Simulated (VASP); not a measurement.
# PbO2 (P4_2/mnm) in VASP: single point with PBEsol

Aim: the single point of PbO2 with PBEsol.

Everything below comes from runs of VASP 6.6.1. Logs are shortened: lines on timing, memory, paths and dates and some standing lists are left out, and cuts for length are marked.

### 1 The cell of the first run

It takes space group P4_2/mnm (No. 136, tetragonal). The conventional cell has a = 4.998 Å, b = 4.998 Å, c = 3.412 Å, α = 90.00°, β = 90.00°, γ = 90.00°. Within 2.9 Å of Pb (site symmetry mmm) lie 6 O at 2.17 to 2.18 Å. Within 2.9 Å of O (site symmetry m2m) lie 3 Pb at 2.17 to 2.18 Å and 1 O at 2.72 Å.

### 2 Single point, PBEsol

The input, INCAR:

```
PREC = Accurate
ENCUT = 520
EDIFF = 1E-6
ISMEAR = 0
SIGMA = 0.1
LREAL = False
LASPH = True
NELM = 100
ALGO = Normal
ISIF = 2
LWAVE = False
LCHARG = True
GGA = PS
LELF = True
LVHAR = True
NBANDS = 35
```

The input, KPOINTS:

```
Automatic mesh
0
Gamma
  12 12 16
```

The input, POSCAR:

```
PbO2
1.0
    4.9981687344      0.0000000000      0.0000000000
    0.0000000000      4.9981687344      0.0000000000
    0.0000000000      0.0000000000      3.4118054259
Pb O
2 4
Direct
    0.0000000000      0.0000000000      0.0000000000
    0.5000000000      0.5000000000      0.5000000000
    0.3076319895      0.3076319895      0.0000000000
    0.1923680105      0.8076319895      0.5000000000
    0.8076319895      0.1923680105      0.5000000000
    0.6923680105      0.6923680105      0.0000000000
```

Potentials or basis: VASP PAW PBE potentials, release 64 (Pb_d, O).

Command:

```console
$ cat potpaw_PBE.64/Pb_d/POTCAR potpaw_PBE.64/O/POTCAR > POTCAR
$ mpirun -np 1 vasp_std > vasp.out
```

OUTCAR:

```text
PREC = Accurate
   ENCUT = 520
   EDIFF = 1E-6
   ISMEAR = 0
   LREAL = False
   LASPH = True
   NELM = 100
   ISIF = 2
   GGA = PS

 ion  position               nearest neighbor table
   1  0.000  0.000  0.000-   3 2.17   6 2.17   5 2.18   4 2.18   4 2.18   5 2.18   2 3.92   2 3.92
                             2 3.92   2 3.92   2 3.92   2 3.92   2 3.92   2 3.92
   2  0.500  0.500  0.500-   4 2.17   5 2.17   3 2.18   6 2.18   3 2.18   6 2.18   1 3.92   1 3.92
                             1 3.92   1 3.92   1 3.92   1 3.92   1 3.92   1 3.92
   3  0.308  0.308  0.000-   1 2.17   2 2.18   2 2.18
   4  0.192  0.808  0.500-   2 2.17   1 2.18   1 2.18
   5  0.808  0.192  0.500-   2 2.17   1 2.18   1 2.18
   6  0.692  0.692  0.000-   1 2.17   2 2.18   2 2.18

  LATTYP: Found a simple tetragonal cell.
 ALAT       =     4.9981687344
 C/A-ratio  =     0.6826110936

  Lattice vectors:

 A1 = (   4.9981687344,   0.0000000000,   0.0000000000)
 A2 = (   0.0000000000,   4.9981687344,   0.0000000000)
 A3 = (   0.0000000000,   0.0000000000,   3.4118054259)

Analysis of symmetry for initial positions (statically):
=====================================================================
 Subroutine PRICEL returns:
 Original cell was already a primitive cell.

 Routine SETGRP: Setting up the symmetry group for a
 simple tetragonal supercell.

 Subroutine GETGRP returns: Found 16 space group operations
 (whereof  8 operations were pure point group operations)
 out of a pool of 16 trial point group operations.

The static configuration has the point symmetry D_2h.
 The point group associated with its full space group is D_4h.

Analysis of symmetry for dynamics (positions and initial velocities):
=====================================================================
 Subroutine PRICEL returns:
 Original cell was already a primitive cell.

 Routine SETGRP: Setting up the symmetry group for a
 simple tetragonal supercell.

 Subroutine GETGRP returns: Found 16 space group operations
 (whereof  8 operations were pure point group operations)
 out of a pool of 16 trial point group operations.

The dynamic configuration has the point symmetry D_2h.
 The point group associated with its full space group is D_4h.

 Subroutine INISYM returns: Found 16 space group operations
 (whereof  8 operations are pure point group operations),
 and found     1 'primitive' translations

----------------------------------------------------------------------------------------

                                     Primitive cell

  volume of cell :      85.2327

  direct lattice vectors                    reciprocal lattice vectors
     4.998168734  0.000000000  0.000000000     0.200073277  0.000000000  0.000000000
     0.000000000  4.998168734  0.000000000     0.000000000  0.200073277  0.000000000
     0.000000000  0.000000000  3.411805426     0.000000000  0.000000000  0.293099950

  length of vectors
     4.998168734  4.998168734  3.411805426     0.200073277  0.200073277  0.293099950

  position of ions in fractional coordinates (direct lattice)
     0.000000000  0.000000000  0.000000000
     0.500000000  0.500000000  0.500000000
     0.307631990  0.307631990  0.000000000
     0.192368010  0.807631990  0.500000000
     0.807631990  0.192368010  0.500000000
     0.692368010  0.692368010  0.000000000

  ion indices of the primitive-cell ions
   primitive index   ion index
                 1           1
                 2           2
                 3           3
                 4           4
                 5           5
                 6           6

----------------------------------------------------------------------------------------

 KPOINTS: Automatic mesh

Automatic generation of k-mesh.
 Grid dimensions read from file:
 generate k-points for:   12   12   16

 Generating k-lattice:

  Cartesian coordinates                     Fractional coordinates (reciprocal lattice)
     0.016672773  0.000000000  0.000000000     0.083333333  0.000000000  0.000000000
     0.000000000  0.016672773  0.000000000     0.000000000  0.083333333  0.000000000
     0.000000000  0.000000000  0.018318747     0.000000000  0.000000000  0.062500000

  Length of vectors
     0.016672773  0.016672773  0.018318747

  Shift w.r.t. Gamma in fractional coordinates (k-lattice)
     0.000000000  0.000000000  0.000000000

 Subroutine IBZKPT returns following result:
 ===========================================

 Found    252 irreducible k-points:

 Following reciprocal coordinates:
            Coordinates               Weight
  0.000000  0.000000  0.000000      1.000000
  0.083333  0.000000  0.000000      4.000000
  0.166667  0.000000  0.000000      4.000000
  0.250000  0.000000  0.000000      4.000000
  0.333333  0.000000  0.000000      4.000000
  0.416667  0.000000  0.000000      4.000000
[... 16 lines left out ...]
  0.333333  0.333333  0.000000      4.000000
  0.416667  0.333333  0.000000      8.000000
 [... further k-points ...]
   k-points           NKPTS =    252   k-points in BZ     NKDIM =    252   number of bands    NBANDS=     35
   number of dos      NEDOS =    301   number of ions     NIONS =      6
   total plane-waves  NPLWV =  44800
   dimension x,y,z NGX =    40 NGY =   40 NGZ =   28
   dimension x,y,z NGXF=    80 NGYF=   80 NGZF=   56
   ions per type =               2   4
   NGX,Y,Z   is equivalent  to a cutoff of  13.30, 13.30, 13.64 a.u.
   NGXF,Y,Z  is equivalent  to a cutoff of  26.61, 26.61, 27.29 a.u.
 SYSTEM =  unknown system
   PREC   = accura    normal or accurate (medium, high low for compatibility)
   ISTART =      0    job   : 0-new  1-cont  2-samecut
   ICHARG =      2    charge: 1-file 2-atom 10-const
   ISPIN  =      1    spin polarized calculation?
   LNONCOLLINEAR =      F non collinear calculations
   LSORBIT =      F    spin-orbit coupling
   LASPH  =      T    aspherical Exc in radial PAW
   ENCUT  =  520.0 eV  38.22 Ry    6.18 a.u.   9.29  9.29  6.34*2*pi/ulx,y,z
   NELM   =    100;   NELMIN=  2; NELMDL= -5     # of ELM steps
   EDIFF  = 0.1E-05   stopping-criterion for ELM
   LREAL  =      F    real-space projection
[... 7 lines left out ...]
   TEBEG  =    0.0;   TEEND  =   0.0 temperature during run
   PSTRESS=    0.0 pullay stress
   NELECT =      52.0000    total number of electrons
   NUPDOWN=      -1.0000    fix difference up-down
   EMIN   =  10.00;   EMAX   =-10.00  energy-range for DOS
   EFERMI =   0.00;   METHOD = LEGACY
   ISMEAR =     0;   SIGMA  =   0.10  broadening in eV -4-tet -1-fermi 0-gaus
   EFERMI_NEDOS =   21; number of points for ismear=-14 and -15
   IALGO  =     38    algorithm
   IMIX   =      4    mixing-type and parameters
     AMIX     =   0.40;   BMIX     =  1.00
     AMIX_MAG =   1.60;   BMIX_MAG =  1.00
  volume/ion in A,a.u.               =      14.21        95.86
  Fermi-wavevector in a.u.,A,eV,Ry     =   1.388483  2.623853 26.230471  1.927885
  Thomas-Fermi vector in A             =   2.512605
   LORBIT       =      0    0 simple, 1 ext, 2 COOP (PROOUT), +10 PAW based schemes
   GGA     = PS    functional components
   LHFCALC =     F    Hartree Fock is set to
   AEXX    =    0.0000 exact exchange contribution
   IVDW    =     0    specifies the selected vdW correction
   LEPSILON=     F    determine dielectric tensor
   LRPA    =     F    only Hartree local field effects (RPA)
 non-spin polarized calculation
 Gauss-broadening in eV      SIGMA  =   0.10
  energy-cutoff  :      520.00
  volume of cell :       85.23
 maximum number of plane-waves:      2315
 NGX is ok and might be reduce to    40
   NGX = 19   NGY = 19   NGZ = 13

 number of electron      52.0000007 magnetization

 Free energy of the ion-electron system (eV)
  ---------------------------------------------------
  ext. energy  EPLUGINS =         0.00000000
  ---------------------------------------------------
  free energy    TOTEN  =       -34.06811744 eV

  energy without entropy =      -34.06597891  energy(sigma->0) =      -34.06704818

 E-fermi :   4.0616     XC(G=0): -10.8657

 val. band max:        4.0547620819   @ k =   0.0833   0.0833   0.0625
 cond. band min:       4.0708795557   @ k =   0.0833   0.0833   0.0000
 fundamental gap:      0.0161174739
 Fermi energy:         4.0615697135

 k-point     1 :       0.0000    0.0000    0.0000
  band No.  band energies     occupation
      1     -14.1682      2.00000
      2     -14.0509      2.00000
      3     -12.3808      2.00000
      4     -12.3808      2.00000
      5     -11.4568      2.00000
      6     -11.2596      2.00000
[... 27 lines left out ...]
     34      14.9138      0.00000
     35      15.6849      0.00000

 k-point     2 :       0.0833    0.0000    0.0000
  band No.  band energies     occupation
      1     -14.1500      2.00000
      2     -14.0394      2.00000
      3     -12.4607      2.00000
      4     -12.4227      2.00000
      5     -11.3684      2.00000
      6     -11.2464      2.00000
[... 27 lines left out ...]
     34      15.0032      0.00000
     35      15.6840      0.00000

 k-point     3 :       0.1667    0.0000    0.0000
  band No.  band energies     occupation
      1     -14.0966      2.00000
      2     -14.0056      2.00000
      3     -12.6357      2.00000
      4     -12.5366      2.00000
      5     -11.2226      2.00000
      6     -11.2224      2.00000
[... 27 lines left out ...]
     34      15.2525      0.00000
     35      15.6893      0.00000

 k-point     4 :       0.2500    0.0000    0.0000
  band No.  band energies     occupation
      1     -14.0135      2.00000
      2     -13.9517      2.00000
      3     -12.8288      2.00000
      4     -12.6969      2.00000
      5     -11.2189      2.00000
      6     -11.2185      2.00000
[... 27 lines left out ...]
     34      15.5926      0.00000
     35      15.7188      0.00000

 k-point     5 :       0.3333    0.0000    0.0000
  band No.  band energies     occupation
      1     -13.9124      2.00000
      2     -13.8835      2.00000
      3     -13.0002      2.00000
      4     -12.8741      2.00000
      5     -11.2150      2.00000
      6     -11.2146      2.00000
[... 638 lines left out ...]
 k-point    22 :       0.5000    0.2500    0.0000
  band No.  band energies     occupation
      1     -13.9527      2.00000
      2     -13.9527      2.00000
      3     -12.7917      2.00000
      4     -12.7917      2.00000
      5     -11.2212      2.00000
      6     -11.2212      2.00000
[... 27 lines left out ...]
     34      15.5661      0.00000
     35      15.8227      0.00000

 k-point    23 :       0.3333    0.3333    0.0000
  band No.  band energies     occupation
      1     -14.0722      2.00000
      2     -13.8726      2.00000
      3     -12.9657      2.00000
      4     -12.4382      2.00000
      5     -11.2694      2.00000
      6     -11.2298      2.00000
[... 27 lines left out ...]
     34      15.5382      0.00000
     35      15.8058      0.00000

 k-point    24 :       0.4167    0.3333    0.0000
  band No.  band energies     occupation
      1     -14.0542      2.00000
      2     -13.9480      2.00000
      3     -12.7989      2.00000
      4     -12.4960      2.00000
      5     -11.2432      2.00000
      6     -11.2291      2.00000
[... 27 lines left out ...]
     34      15.6835      0.00000
     35      15.8447      0.00000

 [... further k-points ...]

------------------------ aborting loop because EDIFF is reached ----------------------------------------

  FORCE on cell =-STRESS in cart. coord.  units (eV):
  Direction    XX          YY          ZZ          XY          YZ          ZX
  --------------------------------------------------------------------------------------
  -------------------------------------------------------------------------------------
  Total        0.0820089      0.0820089      0.1734995     -0.0000000      0.0000000      0.0000000
  in kB        1.5415787      1.5415787      3.2613894     -0.0000000      0.0000000      0.0000000
  external PRESSURE =       2.1148489 kB  Pullay stress =       0.0000000 kB

 VOLUME and BASIS-vectors are now :
 -----------------------------------------------------------------------------
  energy-cutoff  :      520.00
  volume of cell :       85.23
      direct lattice vectors                 reciprocal lattice vectors
     4.998168734  0.000000000  0.000000000     0.200073277  0.000000000  0.000000000
     0.000000000  4.998168734  0.000000000     0.000000000  0.200073277  0.000000000
     0.000000000  0.000000000  3.411805426     0.000000000  0.000000000  0.293099950

 POSITION                                       TOTAL-FORCE (eV/Angst)
 -----------------------------------------------------------------------------------
      0.00000      0.00000      0.00000         0.000000     -0.000000      0.000000
      2.49908      2.49908      1.70590         0.000000     -0.000000      0.000000
      1.53760      1.53760      0.00000        -0.007772     -0.007772      0.000000
      0.96149      4.03668      1.70590         0.007772     -0.007772      0.000000
      4.03668      0.96149      1.70590        -0.007772      0.007772      0.000000
      3.46057      3.46057      0.00000         0.007772      0.007772      0.000000
 -----------------------------------------------------------------------------------
    total drift:                                0.000000      0.000000     -0.000000

  FREE ENERGIE OF THE ION-ELECTRON SYSTEM (eV)
  ---------------------------------------------------
  free  energy   TOTEN  =       -34.0681174409 eV

  energy  without entropy=      -34.0659789128  energy(sigma->0) =      -34.06704818
```

Run time: 6.5 min. Hardware: 1 thread of AMD EPYC 9R45 (Zen 5), shared host; peak memory 0.6 GiB.

What came out:

- Free energy: -34.0681 eV
- Pressure: 0.2 GPa
- Largest force: 0.011 eV/Å
- Band gap on the k mesh: 0.03 eV (least direct gap 0.09 eV)

Forces on the atoms (eV/Å):
```
Pb   0.000  0.000  0.000
Pb   0.000  0.000  0.000
O   -0.008 -0.008  0.000
O    0.008 -0.008  0.000
O   -0.008  0.008  0.000
O    0.008  0.008  0.000
```

Caveat: the smearing spreads over this small gap; the PAW data sets were made with another functional, which shifts forces and pressure a little; spin-orbit coupling is left out, which moves the levels of the heavy elements. A k mesh can miss the band edges.
